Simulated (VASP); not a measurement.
Runs of VASP 6.6.1 on ZnSe (Stilleite). The structure is that of space group F-43m (No. 216), or close to it. The cells are those of the table. 

| cell | gap on the mesh (eV) | pressure (GPa) |
| --- | --- | --- |
| a = 4.047 Å, angles 60.0°, 2 atoms | 1.05 | -2.5 |
| a = 3.926 Å, angles 60.0°, 2 atoms | 1.42 | 3.5 |
| a = 3.967 Å, angles 60.0°, 2 atoms | 1.29 | (a) |
| a = 4.086 Å, angles 60.0°, 2 atoms | 0.94 | (b) |

Alike in all rows: task single point; level PBEsol; potentials or basis VASP PAW PBE potentials, release 64 (Zn, Se); no spin polarisation; k mesh 6 × 6 × 6; cutoff (eV) 520; smearing gaussian 0.01 eV.

Q: Fill in the values left out.

A: (a) 1.1; (b) -4.0.

Caveats: the PAW data sets were made with another functional, which shifts forces and pressure a little.

A k mesh can miss the band edges, and the runs leave out spin-orbit coupling on Se.
